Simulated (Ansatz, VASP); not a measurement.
NaGeCl3: VASP beside Ansatz

File POSCAR:

```
NaGeCl3
1.0
    5.1384338547      0.0000000000      0.0000000000
    0.0000000000      5.1384338547      0.0000000000
    0.0000000000      0.0000000000      5.1384338547
Na Ge Cl
1 1 3
Direct
    0.0000000000      0.0000000000      0.0000000000
    0.5000000000      0.5000000000      0.5000000000
    0.5000000000      0.5000000000      0.0000000000
    0.5000000000      0.0000000000      0.5000000000
    0.0000000000      0.5000000000      0.5000000000
```

The input INCAR.step1:

```
SYSTEM = NaGeCl3
  ALGO = Normal
  EDIFF = 1E-4
  ENCUT = 520
  GGA = PE
  ISMEAR = 0
  LASPH = .True.
  LCHARG = .False.
  LREAL = .False.
  LWAVE = .True.
  NBANDS = 29
  NELM = 60
  PREC = Accurate
  SIGMA = 0.01
```

Contents of INCAR.step2:

```
SYSTEM = NaGeCl3
  ALGO = Normal
  EDIFF = 1E-6
  ENCUT = 520
  ISIF = 2
  ISMEAR = 0
  ISTART = 1
  LASPH = .True.
  LCHARG = .True.
  LELF = .True.
  LMIXTAU = .True.
  LREAL = .False.
  LVHAR = .True.
  LWAVE = .False.
  METAGGA = R2SCAN
  NBANDS = 29
  NELM = 60
  PREC = Accurate
  SIGMA = 0.01
```

File KPOINTS:

```
k-points
0
Gamma
  4 4 4
  0 0 0
```

Input for Ansatz:

```yaml
crystal:
  lattice:
    - [5.1384338547, 0.0, 0.0]
    - [0.0, 5.1384338547, 0.0]
    - [0.0, 0.0, 5.1384338547]
  atoms:
    - { symbol: Na, position: [0.0, 0.0, 0.0] }
    - { symbol: Ge, position: [0.5, 0.5, 0.5] }
    - { symbol: Cl, position: [0.5, 0.5, 0.0] }
    - { symbol: Cl, position: [0.5, 0.0, 0.5] }
    - { symbol: Cl, position: [0.0, 0.5, 0.5] }
kpoints:
  mp_grid: { grid: [4, 4, 4] }
hamiltonian:
  xc: r2scan
scf:
  occupations: { method: fixed }
  n_extra_bands: 5
output:
  forces: true
  stress: true
  eigenvalues: true
```

Alike in both runs: task single point; functional r2SCAN; k mesh 4 × 4 × 4; no spin polarisation.

|  | VASP | Ansatz |
| --- | --- | --- |
| version | VASP 6.6.1 | Ansatz 0.2.0 |
| potentials or method | VASP PAW PBE potentials, release 64 (Na_pv, Ge_d, Cl) | plane waves, PAW |
| plane-wave cutoff (eV) | 520 | 500 |
| occupations | gaussian, width 0.01 eV | fixed |
| valence electrons in the cell | 42 | 44 |

|  | VASP | Ansatz | Ansatz less VASP |
| --- | --- | --- | --- |
| gap on the k mesh at the Fermi level (eV) | 0.59 | 0.58 | -0.015 |
| pressure (GPa) | 0.8 | 1.0 | +0.14 |

VASP's potentials were made for PBE, not for r2SCAN. VASP's potentials hold 42 valence electrons a cell and Ansatz's 44, so a difference there can come from the potentials and not from the codes.
